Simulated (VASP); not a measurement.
Here is a VASP 6.6.1 calculation.

INCAR

```
SYSTEM = ScBSbP3
PREC = Accurate
ENCUT = 560
EDIFF = 1E-6
ISMEAR = 0
SIGMA = 0.1
LREAL = .FALSE.
LASPH = .TRUE.
NELM = 120
ALGO = Normal
ISIF = 2
LWAVE = .FALSE.
LCHARG = .FALSE.
GGA = PE
NBANDS = 31
GGA_COMPAT = .FALSE.
```

Contents of KPOINTS:

```
regular mesh
0
G
  4 4 4
  0 0 0
```

The input POSCAR:

```
ScBSbP3
1.0
    4.2199628610      0.0000000000      0.0000000000
    0.0000000000      4.6410043703      0.0000000000
    0.0000000000      0.0000000000      6.8765192941
Sc B Sb P
1 1 1 3
Direct
    0.0000000000      0.0000000000      0.0000000000
    0.0000000000      0.0000000000      0.5000000000
    0.5000000000      0.0000000000      0.5000000000
    0.5000000000      0.5000000000      0.6783145374
    0.5000000000      0.5000000000      0.3216854626
    0.5000000000      0.5000000000      0.0000000000
```

Potentials or basis: VASP PAW PBE potentials, release 64 (Sc_sv, B, Sb_d_GW, P).

Run with:

```console
$ cat potpaw_PBE.64/Sc_sv/POTCAR potpaw_PBE.64/B/POTCAR potpaw_PBE.64/Sb_d_GW/POTCAR potpaw_PBE.64/P/POTCAR > POTCAR
$ mpirun -np 1 vasp_std > vasp.out
```

Question: What does it give for the pressure?

Answer: -0.1 GPa.

Question: Estimate the band gap on the k mesh.

Answer: Zero (bands 22 and 23 overlap by 1.14 eV).

Question: What does it give for the largest force?

Answer: 0.017 eV/Å.

Forces on the atoms (eV/Å):
```
Sc   0.000  0.000  0.000
B    0.000  0.000  0.000
Sb   0.000  0.000  0.000
P    0.000  0.000  0.017
P    0.000  0.000 -0.017
P    0.000  0.000  0.000
```

Caveat: the k points lie up to 0.37 Å⁻¹ apart, too coarse for converged energies and pressures of a metal; spin-orbit coupling is left out, which moves the levels of the heavy elements.
